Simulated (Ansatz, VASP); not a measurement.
## One calculation of Pt, two programs

The input INCAR:

```
SYSTEM = Pt
PREC     = Accurate       ! precision mode
ENCUT    = 520            ! plane-wave cutoff, eV
EDIFF    = 1E-6           ! SCF threshold, eV
ISMEAR   = 0              ! smearing method
SIGMA    = 0.15           ! smearing width, eV
LREAL    = .FALSE.        ! projectors in reciprocal space
LASPH    = .TRUE.         ! aspherical terms in the spheres
NELM     = 80             ! most SCF steps
ALGO     = Fast           ! electronic algorithm
ISIF     = 2              ! what is computed and relaxed
LWAVE    = .FALSE.        ! write WAVECAR
LCHARG   = .FALSE.        ! write CHGCAR
GGA      = PS             ! functional
NBANDS   = 39             ! bands
```

The input KPOINTS:

```
regular mesh
0
G
  24 24 5
  0 0 0
```

POSCAR

```
Pt
1.0
    1.9590303458     -1.9590303458      0.0000000000
    1.9590303458      0.0000000000     -1.9590303458
    7.9804589505      7.9804589505      7.9804589505
Pt
6
Direct
    0.6666666667      0.6666666667      0.0818097703
    0.0000000000      0.0000000000      0.9000711250
    0.3333333333      0.3333333333      0.2454620412
    0.6666666667      0.6666666667      0.5727665831
    0.0000000000      0.0000000000      0.4091143122
    0.3333333333      0.3333333333      0.7364188541
```

Input for Ansatz:

```yaml
crystal:
  lattice:
    - [1.9590303458, -1.9590303458, 0.0]
    - [1.9590303458, 0.0, -1.9590303458]
    - [7.9804589505, 7.9804589505, 7.9804589505]
  atoms:
    - { symbol: Pt, position: [0.6666666667, 0.6666666667, 0.0818097703] }
    - { symbol: Pt, position: [0.0, 0.0, 0.900071125] }
    - { symbol: Pt, position: [0.3333333333, 0.3333333333, 0.2454620412] }
    - { symbol: Pt, position: [0.6666666667, 0.6666666667, 0.5727665831] }
    - { symbol: Pt, position: [0.0, 0.0, 0.4091143122] }
    - { symbol: Pt, position: [0.3333333333, 0.3333333333, 0.7364188541] }
basis:
  ecutwfc: 420
kpoints:
  mp_grid: { grid: [24, 24, 5] }
hamiltonian:
  xc: pbesol
scf:
  occupations: { method: gaussian, width: 0.15 }
output:
  forces: true
  stress: true
  eigenvalues: true
```

Alike in both runs: task single point; functional PBEsol; k mesh 24 × 24 × 5; occupations gaussian, width 0.15 eV; no spin polarisation.

|  | VASP | Ansatz |
| --- | --- | --- |
| version | VASP 6.6.1 | Ansatz 0.2.0 |
| potentials or method | VASP PAW PBE potentials, release 64 (Pt), cutoff 520 eV | scalar-relativistic, plane waves, PAW |
| valence electrons in the cell | 60 | 108 |

|  | VASP | Ansatz | Ansatz less VASP |
| --- | --- | --- | --- |
| gap on the k mesh at the Fermi level (eV) | none | none | - |
| pressure (GPa) | -4.0 | -3.6 | +0.41 |
| traceless stress, the component that is largest in VASP (GPa) | -0.64 | -0.63 | +0.012 |
| rms of the force components (eV/Å) | 0.351 | 0.353 | +0.0019 |

VASP's potentials were made for PBE, not for PBEsol. Atom by atom the forces differ by 0.002 eV/Å (rms over components). A gap of «none» marks a metal or a gap that the smearing closes. VASP's potentials hold 60 valence electrons a cell and Ansatz's 108, so a difference there can come from the potentials and not from the codes.

Spin-orbit coupling is off throughout.
